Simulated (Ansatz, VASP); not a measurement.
# Two plane-wave programs on BP

Contents of POSCAR:

```
BP
1.0
    0.0000000000      2.2683156780      2.2683156780
    2.2683156780      0.0000000000      2.2683156780
    2.2683156780      2.2683156780      0.0000000000
B P
1 1
Direct
    0.0000000000      0.0000000000      0.0000000000
    0.2500000000      0.2500000000      0.2500000000
```

Contents of INCAR.step1:

```
SYSTEM = BP
PREC     = Accurate       ! precision mode
ENCUT    = 520            ! plane-wave cutoff, eV
EDIFF    = 1E-5           ! SCF threshold, eV
ISMEAR   = 0              ! smearing method
SIGMA    = 0.01           ! smearing width, eV
LREAL    = .False.        ! projectors in reciprocal space
LASPH    = .True.         ! aspherical terms in the spheres
NELM     = 80             ! most SCF steps
ALGO     = Normal         ! electronic algorithm
ISIF     = 2              ! what is computed and relaxed
LWAVE    = .True.         ! write WAVECAR
LCHARG   = .False.        ! write CHGCAR
GGA      = PE             ! functional
NBANDS   = 11             ! bands
```

File INCAR.step2:

```
SYSTEM = BP
PREC     = Accurate       ! precision mode
ENCUT    = 520            ! plane-wave cutoff, eV
EDIFF    = 1E-6           ! SCF threshold, eV
ISMEAR   = 0              ! smearing method
SIGMA    = 0.01           ! smearing width, eV
LREAL    = .False.        ! projectors in reciprocal space
LASPH    = .True.         ! aspherical terms in the spheres
NELM     = 80             ! most SCF steps
ALGO     = Normal         ! electronic algorithm
ISIF     = 2              ! what is computed and relaxed
LWAVE    = .False.        ! write WAVECAR
LCHARG   = .False.        ! write CHGCAR
GGA      = PE             ! functional
LHFCALC  = .True.         ! exact exchange
AEXX     = 0.25           ! exact-exchange fraction
PRECFOCK = Normal       
ISTART   = 1            
NBANDS   = 11             ! bands
```

Contents of KPOINTS:

```
Automatic mesh
0
Gamma
  6 6 6
  0 0 0
```

Input for Ansatz:

```yaml
crystal:
  lattice:
    - [0.0, 2.268315678, 2.268315678]
    - [2.268315678, 0.0, 2.268315678]
    - [2.268315678, 2.268315678, 0.0]
  atoms:
    - { symbol: B, position: [0.0, 0.0, 0.0] }
    - { symbol: P, position: [0.25, 0.25, 0.25] }
kpoints:
  mp_grid: { grid: [6, 6, 6] }
  band_path:
    path:
      - [0.0, 0.0, 0.0]
      - [-0.5, -0.5, 0.0]
      - [-0.375, -0.375, 0.25]
      - [-0.375, 0.0, 0.375]
      - [0.0, 0.0, 0.5]
      - [-0.5, -0.25, 0.25]
      - [0.0, 0.414062, 0.414062]
    npoints: 1
hamiltonian:
  xc: pbe0
scf:
  occupations: { method: fixed }
  n_extra_bands: 4
output:
  forces: true
  stress: true
  eigenvalues: true
```

Alike in both runs: task single point; functional PBE0; k mesh 6 × 6 × 6; no spin polarisation.

```csv
,VASP,Ansatz
version,VASP 6.6.1,Ansatz 0.2.0
potentials or method,"VASP PAW PBE potentials, release 64 (B, P)","plane waves, PAW"
plane-wave cutoff (eV),520,420
occupations,"gaussian, width 0.01 eV",fixed
valence electrons in the cell,8,8
```

VASP gave:

| Item | Value |
| --- | --- |
| gap on the k mesh at the Fermi level (eV) | 2.79 |
| pressure (GPa) | -2.0 |

**Question.** Which values does Ansatz return?

**Answer.** gap on the k mesh at the Fermi level (eV): 2.76; pressure (GPa): -1.4.

Ansatz's warnings: stress exchange threshold loose, stress scf threshold loose.
